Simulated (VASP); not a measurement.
# Cu (Fm-3m) in VASP: further runs

The runs below take Cu through single point, relaxation of cell and atoms, with PBE.

Everything below comes from runs of VASP 6.6.1. Logs are shortened: lines on timing, memory, paths and dates and some standing lists are left out, and cuts for length are marked.

### Step 1. The cell of the first run

Symmetry: Fm-3m, No. 225, cubic system. The conventional cell has a = 3.496 Å, b = 3.496 Å, c = 3.496 Å, α = 90.00°, β = 90.00°, γ = 90.00°. Within 3.3 Å of Cu (site symmetry m-3m) lie 12 Cu at 2.47 Å.

### Step 2. Single point, PBE

INCAR reads:

```
SYSTEM = Cu
  PREC = Accurate
  ENCUT = 600
  EDIFF = 1E-6
  ISMEAR = 0
  SIGMA = 0.1
  LREAL = .FALSE.
  LASPH = .TRUE.
  NELM = 120
  ALGO = Normal
  ISIF = 2
  LWAVE = .FALSE.
  LCHARG = .FALSE.
  GGA = PE
  NBANDS = 12
  GGA_COMPAT = .FALSE.
```

KPOINTS reads:

```
Automatic mesh
0
G
  20 20 20
  0 0 0
```

POSCAR reads:

```
Cu
1.0
    0.0000000000      1.7482176455      1.7482176455
    1.7482176455      0.0000000000      1.7482176455
    1.7482176455      1.7482176455      0.0000000000
Cu
1
Direct
    0.0000000000      0.0000000000      0.0000000000
```

Potentials or basis: VASP PAW PBE potentials, release 64 (Cu).

The run is started by

```
$ cat potpaw_PBE.64/Cu/POTCAR > POTCAR
$ mpirun -np 1 vasp_std > vasp.out
```

OUTCAR:

```text
SYSTEM = Cu
   PREC = Accurate
   ENCUT = 600
   EDIFF = 1E-6
   ISMEAR = 0
   LREAL = .FALSE.
   LASPH = .TRUE.
   NELM = 120
   ISIF = 2
   GGA = PE

 ion  position               nearest neighbor table
   1  0.000  0.000  0.000-

  LATTYP: Found a face centered cubic cell.
 ALAT       =     3.4964352910

  Lattice vectors:

 A1 = (   0.0000000000,   1.7482176455,   1.7482176455)
 A2 = (   1.7482176455,   0.0000000000,   1.7482176455)
 A3 = (   1.7482176455,   1.7482176455,   0.0000000000)

Analysis of symmetry for initial positions (statically):
=====================================================================
 Subroutine PRICEL returns:
 Original cell was already a primitive cell.

 Routine SETGRP: Setting up the symmetry group for a
 face centered cubic supercell.

 Subroutine GETGRP returns: Found 48 space group operations
 (whereof 48 operations were pure point group operations)
 out of a pool of 48 trial point group operations.

The static configuration has the point symmetry O_h .

Analysis of symmetry for dynamics (positions and initial velocities):
=====================================================================
 Subroutine PRICEL returns:
 Original cell was already a primitive cell.

 Routine SETGRP: Setting up the symmetry group for a
 face centered cubic supercell.

 Subroutine GETGRP returns: Found 48 space group operations
 (whereof 48 operations were pure point group operations)
 out of a pool of 48 trial point group operations.

The dynamic configuration has the point symmetry O_h .

 Subroutine INISYM returns: Found 48 space group operations
 (whereof 48 operations are pure point group operations),
 and found     1 'primitive' translations

----------------------------------------------------------------------------------------

                                     Primitive cell

  volume of cell :      10.6860

  direct lattice vectors                    reciprocal lattice vectors
     0.000000000  1.748217646  1.748217646    -0.286005579  0.286005579  0.286005579
     1.748217646  0.000000000  1.748217646     0.286005579 -0.286005579  0.286005579
     1.748217646  1.748217646  0.000000000     0.286005579  0.286005579 -0.286005579

  length of vectors
     2.472353104  2.472353104  2.472353104     0.495376194  0.495376194  0.495376194

  position of ions in fractional coordinates (direct lattice)
     0.000000000  0.000000000  0.000000000

  ion indices of the primitive-cell ions
   primitive index   ion index
[... 75 lines left out ...]
   EDIFFG = 0.1E-04   stopping-criterion for IOM
   NSW    =      0    number of steps for IOM
   IBRION =     -1    ionic relax: 0-MD 1-quasi-New 2-CG
   NFREE  =      0    steps in history (QN), initial steepest desc. (CG)
   ISIF   =      2    stress and relaxation
   ISYM   =      2    0-nonsym 1-usesym 2-fastsym
   POTIM  = 0.5000    time-step for ionic-motion
   TEBEG  =    0.0;   TEEND  =   0.0 temperature during run
   PSTRESS=    0.0 pullay stress
   NELECT =      11.0000    total number of electrons
   NUPDOWN=      -1.0000    fix difference up-down
   EMIN   =  10.00;   EMAX   =-10.00  energy-range for DOS
   EFERMI =   0.00;   METHOD = LEGACY
   ISMEAR =     0;   SIGMA  =   0.10  broadening in eV -4-tet -1-fermi 0-gaus
   EFERMI_NEDOS =   21; number of points for ismear=-14 and -15
   IALGO  =     38    algorithm
   IMIX   =      4    mixing-type and parameters
     AMIX     =   0.40;   BMIX     =  1.00
     AMIX_MAG =   1.60;   BMIX_MAG =  1.00
  volume/ion in A,a.u.               =      10.69        72.11
  Fermi-wavevector in a.u.,A,eV,Ry     =   1.652977  3.123674 37.175661  2.732334
  Thomas-Fermi vector in A             =   2.741494
   LORBIT       =      0    0 simple, 1 ext, 2 COOP (PROOUT), +10 PAW based schemes
   GGA     = PE    functional components
   LHFCALC =     F    Hartree Fock is set to
   AEXX    =    0.0000 exact exchange contribution
   IVDW    =     0    specifies the selected vdW correction
   LEPSILON=     F    determine dielectric tensor
   LRPA    =     F    only Hartree local field effects (RPA)
 non-spin polarized calculation
 Gauss-broadening in eV      SIGMA  =   0.10
  energy-cutoff  :      600.00
  volume of cell :       10.69
 maximum number of plane-waves:       368
   NGX =  9   NGY =  9   NGZ =  9

 number of electron      10.9999989 magnetization

 Free energy of the ion-electron system (eV)
  ---------------------------------------------------
  ext. energy  EPLUGINS =         0.00000000
  ---------------------------------------------------
  free energy    TOTEN  =        -3.65021614 eV

  energy without entropy =       -3.64897603  energy(sigma->0) =       -3.64959608

 E-fermi :   8.8834     XC(G=0): -13.3174

 val. band max:        8.8659631146   @ k =  -0.4500   0.1000   0.0000
 cond. band min:       8.9016777907   @ k =   0.5000   0.2500   0.1000
 fundamental gap:      0.0357146760
 Fermi energy:         8.8833817844

 k-point     1 :       0.0000    0.0000    0.0000
  band No.  band energies     occupation
      1      -1.2472      2.00000
      2       5.5411      2.00000
      3       5.5411      2.00000
      4       5.5411      2.00000
      5       6.5015      2.00000
      6       6.5015      2.00000
      7      32.2812      0.00000
      8      35.7214      0.00000
      9      35.7214      0.00000
     10      35.7214      0.00000
     11      38.3423      0.00000
     12      38.3423      0.00000
[... 331 lines left out ...]
 k-point    24 :      -0.3500    0.0500    0.0000
  band No.  band energies     occupation
      1       2.7676      2.00000
      2       5.5675      2.00000
      3       5.6147      2.00000
      4       5.7268      2.00000
      5       6.8666      2.00000
      6       7.1852      2.00000
      7      16.7988      0.00000
      8      29.8219      0.00000
      9      32.2301      0.00000
     10      33.7708      0.00000
     11      35.8376      0.00000
     12      37.7414      0.00000

 [... further k-points ...]
[... 5 lines left out ...]
  --------------------------------------------------------------------------------------
  -------------------------------------------------------------------------------------
  Total        1.4398602      1.4398602      1.4398602     -0.0000000      0.0000000      0.0000000
  in kB      215.8810005    215.8810005    215.8810005     -0.0000000      0.0000000      0.0000000
  external PRESSURE =     215.8810005 kB  Pullay stress =       0.0000000 kB

 VOLUME and BASIS-vectors are now :
 -----------------------------------------------------------------------------
  energy-cutoff  :      600.00
  volume of cell :       10.69
      direct lattice vectors                 reciprocal lattice vectors
     0.000000000  1.748217646  1.748217646    -0.286005579  0.286005579  0.286005579
     1.748217646  0.000000000  1.748217646     0.286005579 -0.286005579  0.286005579
     1.748217646  1.748217646  0.000000000     0.286005579  0.286005579 -0.286005579

 POSITION                                       TOTAL-FORCE (eV/Angst)
 -----------------------------------------------------------------------------------
      0.00000      0.00000      0.00000        -0.000000     -0.000000     -0.000000
 -----------------------------------------------------------------------------------
    total drift:                                0.000000      0.000000      0.000000

  FREE ENERGIE OF THE ION-ELECTRON SYSTEM (eV)
  ---------------------------------------------------
  free  energy   TOTEN  =        -3.6502161371 eV

  energy  without entropy=       -3.6489760265  energy(sigma->0) =       -3.64959608
```

OSZICAR:

```text
N       E                     dE             d eps       ncg     rms          rms(c)
DAV:   1     0.457823899446E+02    0.45782E+02   -0.58569E+03  6808   0.177E+03
DAV:   2    -0.306272161624E+01   -0.48845E+02   -0.44835E+02  6340   0.222E+02
DAV:   3    -0.457658365785E+01   -0.15139E+01   -0.15025E+01  7240   0.435E+01
DAV:   4    -0.458603220566E+01   -0.94485E-02   -0.94471E-02  6864   0.304E+00
DAV:   5    -0.458611134745E+01   -0.79142E-04   -0.79141E-04  7396   0.281E-01    0.778E+00
DAV:   6    -0.395443833747E+01    0.63167E+00   -0.12968E+01  7348   0.712E+01    0.329E+00
DAV:   7    -0.366647953886E+01    0.28796E+00   -0.18479E+00  7372   0.267E+01    0.696E-01
DAV:   8    -0.365110959522E+01    0.15370E-01   -0.61038E-03  8080   0.803E-01    0.223E-01
DAV:   9    -0.365021149973E+01    0.89810E-03   -0.51238E-03  8052   0.129E+00    0.260E-02
DAV:  10    -0.365021794937E+01   -0.64496E-05   -0.25204E-05  7964   0.768E-02    0.845E-03
DAV:  11    -0.365021600400E+01    0.19454E-05   -0.12196E-06  5028   0.218E-02    0.253E-04
DAV:  12    -0.365021613711E+01   -0.13311E-06   -0.71001E-08  3652   0.300E-03
   1 F= -.36502161E+01 E0= -.36495961E+01  d E =-.124011E-02
```

It took 31 s on 1 thread of Intel Xeon Platinum 8488C (Sapphire Rapids), shared host; peak memory 0.15 GiB.

What came out:

```
Free energy            : -3.6502 eV
Pressure               : 21.6 GPa
Band gap on the k mesh : zero (an odd number of electrons rules out a gap without spin polarisation)
```

Caveat: the cell stands under pressure.

### Step 3. Single point, PBE

INCAR reads:

```
PREC = Accurate
ENCUT = 600
EDIFF = 1E-6
ISMEAR = 0
SIGMA = 0.1
LREAL = False
LASPH = True
NELM = 120
ALGO = Normal
ISIF = 2
LWAVE = False
LCHARG = False
GGA = PE
NBANDS = 12
GGA_COMPAT = False
```

KPOINTS reads:

```
Automatic mesh
0
Gamma
  20 20 20
```

POSCAR is that of step 2.

Potentials or basis: VASP PAW PBE potentials, release 64 (Cu).

The run is started by

```
$ cat potpaw_PBE.64/Cu/POTCAR > POTCAR
$ mpirun -np 1 vasp_std > vasp.out
```

OUTCAR:

```text
PREC = Accurate
   ENCUT = 600
   EDIFF = 1E-6
   ISMEAR = 0
   LREAL = False
   LASPH = True
   NELM = 120
   ISIF = 2
   GGA = PE

 ion  position               nearest neighbor table
   1  0.000  0.000  0.000-

  LATTYP: Found a face centered cubic cell.
 ALAT       =     3.4964352910

  Lattice vectors:

 A1 = (   0.0000000000,   1.7482176455,   1.7482176455)
 A2 = (   1.7482176455,   0.0000000000,   1.7482176455)
 A3 = (   1.7482176455,   1.7482176455,   0.0000000000)

Analysis of symmetry for initial positions (statically):
=====================================================================
 Subroutine PRICEL returns:
 Original cell was already a primitive cell.

 Routine SETGRP: Setting up the symmetry group for a
 face centered cubic supercell.

 Subroutine GETGRP returns: Found 48 space group operations
 (whereof 48 operations were pure point group operations)
 out of a pool of 48 trial point group operations.

The static configuration has the point symmetry O_h .

Analysis of symmetry for dynamics (positions and initial velocities):
=====================================================================
 Subroutine PRICEL returns:
[... 167 lines left out ...]
      4       5.5411      2.00000
      5       6.5015      2.00000
      6       6.5015      2.00000
      7      32.2812      0.00000
      8      35.7214      0.00000
      9      35.7214      0.00000
     10      35.7214      0.00000
     11      38.3423      0.00000
     12      38.3423      0.00000
[... 331 lines left out ...]
 k-point    24 :      -0.3500    0.0500    0.0000
  band No.  band energies     occupation
      1       2.7676      2.00000
      2       5.5675      2.00000
      3       5.6147      2.00000
      4       5.7268      2.00000
      5       6.8666      2.00000
      6       7.1852      2.00000
      7      16.7988      0.00000
      8      29.8219      0.00000
      9      32.2301      0.00000
     10      33.7708      0.00000
     11      35.8376      0.00000
     12      37.7414      0.00000

 [... further k-points ...]

------------------------ aborting loop because EDIFF is reached ----------------------------------------

  FORCE on cell =-STRESS in cart. coord.  units (eV):
  Direction    XX          YY          ZZ          XY          YZ          ZX
  --------------------------------------------------------------------------------------
  -------------------------------------------------------------------------------------
  Total        1.4398602      1.4398602      1.4398602     -0.0000000      0.0000000      0.0000000
  in kB      215.8810005    215.8810005    215.8810005     -0.0000000      0.0000000      0.0000000
  external PRESSURE =     215.8810005 kB  Pullay stress =       0.0000000 kB

 VOLUME and BASIS-vectors are now :
 -----------------------------------------------------------------------------
  energy-cutoff  :      600.00
  volume of cell :       10.69
      direct lattice vectors                 reciprocal lattice vectors
     0.000000000  1.748217646  1.748217646    -0.286005579  0.286005579  0.286005579
     1.748217646  0.000000000  1.748217646     0.286005579 -0.286005579  0.286005579
     1.748217646  1.748217646  0.000000000     0.286005579  0.286005579 -0.286005579

 POSITION                                       TOTAL-FORCE (eV/Angst)
 -----------------------------------------------------------------------------------
      0.00000      0.00000      0.00000        -0.000000     -0.000000     -0.000000
 -----------------------------------------------------------------------------------
    total drift:                                0.000000      0.000000      0.000000

  FREE ENERGIE OF THE ION-ELECTRON SYSTEM (eV)
  ---------------------------------------------------
  free  energy   TOTEN  =        -3.6502161371 eV

  energy  without entropy=       -3.6489760265  energy(sigma->0) =       -3.64959608
```

stdout:

```text
POSCAR found type information on POSCAR Cu
 POSCAR found :  1 types and       1 ions
 scaLAPACK will be used
 LDA part: xc-table for (Slater+PW92), standard interpolation
 POSCAR, INCAR and KPOINTS ok, starting setup
 FFT: planning ... GRIDC
 FFT: planning ... GRID_SOFT
 FFT: planning ... GRID
 WAVECAR not read
 entering main loop
```

Wall time 28 s (1 thread of Intel Xeon Platinum 8488C (Sapphire Rapids), shared host); peak memory 0.15 GiB.

Results:

- Free energy: -3.6502 eV
- Pressure: 21.6 GPa
- Band gap on the k mesh: zero (an odd number of electrons rules out a gap without spin polarisation)

Caveat: the cell stands under pressure.

### Step 4. Relaxation of cell and atoms, PBE, target pressure 21.1 GPa, at which the enthalpy is minimised

INCAR reads:

```
PREC     = Accurate       # precision mode
ENCUT    = 600            # plane-wave cutoff, eV
EDIFF    = 1E-7           # SCF threshold, eV
ISMEAR   = 0              # smearing method
SIGMA    = 0.1            # smearing width, eV
LREAL    = F              # projectors in reciprocal space
LASPH    = T              # aspherical terms in the spheres
NELM     = 120            # most SCF steps
ALGO     = Normal         # electronic algorithm
ISIF     = 3              # what is computed and relaxed
LWAVE    = F              # write WAVECAR
LCHARG   = F              # write CHGCAR
GGA      = PE             # functional
IBRION   = 2              # ionic algorithm
NSW      = 100            # ionic steps
EDIFFG   = -0.002         # ionic threshold
PSTRESS  = 211.0        
GGA_COMPAT= F            
NELMIN   = 4
```

KPOINTS reads:

```
regular mesh
0
Gamma
  20 20 20
```

POSCAR is that of step 3.

The run is started by

```
$ cat potpaw_PBE.64/Cu/POTCAR > POTCAR
$ mpirun -np 1 vasp_std > vasp.out
```

Wall time 53 s (1 thread of Intel Xeon Platinum 8488C (Sapphire Rapids), shared host); peak memory 0.15 GiB.

Results (log left out):

```
Free energy                                                : -3.6529 eV
Relaxed volume                                             : 10.71 Å³/atom
Relaxed cell                                               : a = 2.474 Å, b = 2.474 Å, c = 2.474 Å, α = 60.00°, β = 60.00°, γ = 60.00°
Space group after relaxing (to 0.1 Å)                      : Fm-3m (No. 225)
Energy change on relaxing (the run minimises the enthalpy) : -2.7 meV/atom
Ionic steps                                                : 3
Pressure after relaxing                                    : 21.1 GPa
Band gap on the k mesh                                     : zero (an odd number of electrons rules out a gap without spin polarisation)
```

The path:
```csv
step,energy change (eV),largest force (eV/Å),pressure (GPa),volume (Å³)
1,0.0000,0.0000,21.57,10.69
2,-0.0064,0.0000,20.50,10.73
3,-0.0027,0.0000,21.13,10.71
```

Final structure:
```
Cu
1.0
     0.00000    1.74933    1.74933
     1.74933    0.00000    1.74933
     1.74933    1.74933    0.00000
Cu
1
Direct
  0.00000 0.00000 0.00000
```

Levels at points of the mesh, in eV from the Fermi level:
| k point | band 4 | band 5 | band 6 | band 7 | band 8 | band 9 |
| --- | --- | --- | --- | --- | --- | --- |
| (0.00, 0.00, 0.00) | -3.34 | -2.38 | -2.38 | 23.38 | 26.81 | 26.81 |
| (0.50, 0.00, 0.00) | -1.72 | -1.72 | -1.29 | 4.29 | 21.83 | 23.65 |
| (0.50, 0.50, 0.00) | -1.55 | -1.55 | 1.44 | 7.84 | 13.88 | 13.88 |

Caveat: the cell is relaxed towards a set pressure, so the run minimises the enthalpy, not the energy.
